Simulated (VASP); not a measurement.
A run of VASP 6.6.1 is set up as follows.

Contents of INCAR:

```
PREC = Accurate
ENCUT = 600
EDIFF = 1E-6
ISMEAR = 0
SIGMA = 0.05
LREAL = F
LASPH = T
NELM = 120
ALGO = Normal
ISIF = 2
LWAVE = F
LCHARG = T
GGA = RP
LELF = T
LVHAR = T
NBANDS = 27
GGA_COMPAT = F
```

File KPOINTS:

```
Automatic mesh
0
Gamma
  8 8 8
```

The input POSCAR:

```
Cu3N
1.0
    3.8962208443      0.0000000000      0.0000000000
    0.0000000000      3.8962208443      0.0000000000
    0.0000000000      0.0000000000      3.8962208443
Cu N
3 1
Direct
    0.5000000000      0.0000000000      0.0000000000
    0.0000000000      0.5000000000      0.0000000000
    0.0000000000      0.0000000000      0.5000000000
    0.0000000000      0.0000000000      0.0000000000
```

Potentials or basis: VASP PAW PBE potentials, release 64 (Cu, N).

Launch:

```sh
$ cat potpaw_PBE.64/Cu/POTCAR potpaw_PBE.64/N/POTCAR > POTCAR
$ mpirun -np 1 vasp_std > vasp.out
```

Predict the pressure.

-1.5 GPa.

What does it give for the band gap on the k mesh?

0.42 eV (least direct gap 0.93 eV).

Caveat: semilocal functionals underestimate gaps, and a narrow one can read as zero; the PAW data sets were made with another functional, which shifts forces and pressure a little. A k mesh can miss the band edges.
